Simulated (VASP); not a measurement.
Input of a VASP 6.6.1 run:

File INCAR:

```
ALGO = Normal
EDIFF = 1E-7
EDIFFG = -0.01
ENCUT = 600
GGA = PS
IBRION = 2
ISIF = 3
ISMEAR = -1
LASPH = True
LCHARG = False
LREAL = False
LWAVE = False
NELM = 100
NSW = 60
PREC = Accurate
PSTRESS = 300.0
SIGMA = 0.05
```

KPOINTS

```
k-points
0
Gamma
  7 7 9
```

File POSCAR:

```
Ti
1.0
    4.5673748306      0.0000000000      0.0000000000
   -2.2836874153      3.9554626319      0.0000000000
    0.0000000000      0.0000000000      2.8262442700
Ti
3
Direct
    0.6666666667      0.3333333333      0.5000000000
    0.3333333333      0.6666666667      0.5000000000
    0.0000000000      0.0000000000      0.0000000000
```

Potentials or basis: VASP PAW PBE potentials, release 64 (Ti_sv).

Run with:

```sh
$ cat potpaw_PBE.64/Ti_sv/POTCAR > POTCAR
$ mpirun -np 1 vasp_std > vasp.out
```

Predict the space group after relaxing (to 0.05 Å).

P6/mmm (No. 191).

Predict the relaxed volume.

13.68 Å³/atom.

Estimate the relaxed cell.

a = 4.234 Å, b = 4.234 Å, c = 2.643 Å, α = 90.00°, β = 90.00°, γ = 120.00°.

Final structure:
```yaml
crystal:
  lattice:
    - [4.23372, 0.00000, 0.00000]
    - [-2.11686, 3.66651, 0.00000]
    - [0.00000, 0.00000, 2.64326]
  atoms:
    - { symbol: Ti, position: [0.66667, 0.33333, 0.50000] }
    - { symbol: Ti, position: [0.33333, 0.66667, 0.50000] }
    - { symbol: Ti, position: [0.00000, 0.00000, 0.00000] }
```

Caveat: the cell is relaxed towards a set pressure, so the enthalpy falls and the energy may rise; the volume moved by over 15 % at a fixed basis, so the end points are rough; the PAW data sets were made with another functional, which shifts forces and pressure a little.
